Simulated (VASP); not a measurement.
A run of VASP 6.6.1:

The input POSCAR:

```
Li
1.0
    0.0000000000      1.9183992735      1.9183992735
    1.9183992735      0.0000000000      1.9183992735
    1.9183992735      1.9183992735      0.0000000000
Li
1
Direct
    0.0000000000      0.0000000000      0.0000000000
```

File INCAR.step1:

```
PREC = Accurate ; ENCUT = 520
EDIFF = 1E-6 ; ISMEAR = -1
SIGMA = 0.05 ; LREAL = False
LASPH = True ; NELM = 60
ALGO = Normal ; ISIF = 2
LWAVE = False ; LCHARG = True
GGA = PS ; NBANDS = 8
```

Contents of KPOINTS.step1:

```
regular mesh
0
Gamma
  15 15 15
```

File INCAR.step2:

```
PREC = Accurate ; ENCUT = 520
EDIFF = 1E-6 ; ISMEAR = -5
SIGMA = 0.05 ; LREAL = False
LASPH = True ; NELM = 60
ALGO = Normal ; ISIF = 2
LWAVE = False ; LCHARG = False
GGA = PS ; LORBIT = 11
NBANDS = 8 ; NEDOS = 1001
ICHARG = 11
```

Contents of KPOINTS.step2:

```
regular mesh
0
Gamma
  23 23 23
```

Potentials or basis: VASP PAW PBE potentials, release 64 (Li_sv).

Launch:

```console
$ cat potpaw_PBE.64/Li_sv/POTCAR > POTCAR
$ cp INCAR.step1 INCAR
$ cp KPOINTS.step1 KPOINTS
$ mpirun -np 1 vasp_std > vasp.out
$ cp INCAR.step2 INCAR
$ cp KPOINTS.step2 KPOINTS
$ mpirun -np 1 vasp_std > vasp.out
```

Hardware: 1 thread of Intel(R) Xeon(R) 6975P-C (Granite Rapids), on a shared host.

Question: Estimate the wall time of this run.

Answer: Run time: 12 s on 1 thread of Intel(R) Xeon(R) 6975P-C (Granite Rapids), on a shared host, peak memory 0.13 GiB. Counts: k points 364.
